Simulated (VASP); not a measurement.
Input of a VASP 6.6.1 run:

Contents of INCAR:

```
PREC     = Accurate       # precision mode
ENCUT    = 520            # plane-wave cutoff, eV
EDIFF    = 1E-6           # SCF threshold, eV
ISMEAR   = -1             # smearing method
SIGMA    = 0.1            # smearing width, eV
LREAL    = F              # projectors in reciprocal space
LASPH    = T              # aspherical terms in the spheres
NELM     = 60             # most SCF steps
ALGO     = Normal         # electronic algorithm
ISIF     = 2              # what is computed and relaxed
LWAVE    = F              # write WAVECAR
LCHARG   = T              # write CHGCAR
GGA      = RE             # functional
LELF     = T              # ELF
LVHAR    = T            
NBANDS   = 10             # bands
```

The input KPOINTS:

```
Automatic mesh
0
Gamma
  8 8 8
```

The input POSCAR:

```
Cs
1.0
   -3.1815193237      3.1815193237      3.1815193237
    3.1815193237     -3.1815193237      3.1815193237
    3.1815193237      3.1815193237     -3.1815193237
Cs
1
Direct
    0.0000000000      0.0000000000      0.0000000000
```

Potentials or basis: VASP PAW PBE potentials, release 64 (Cs_sv).

Command:

```console
$ cat potpaw_PBE.64/Cs_sv/POTCAR > POTCAR
$ mpirun -np 1 vasp_std > vasp.out
```

Problem. Estimate the pressure.

Solution. 0.0 GPa.

Problem. Estimate the band gap on the k mesh.

Solution. Zero (an odd number of electrons rules out a gap without spin polarisation).

Caveat: the PAW data sets were made with another functional, which shifts forces and pressure a little; spin-orbit coupling is left out, which moves the levels of the heavy elements.
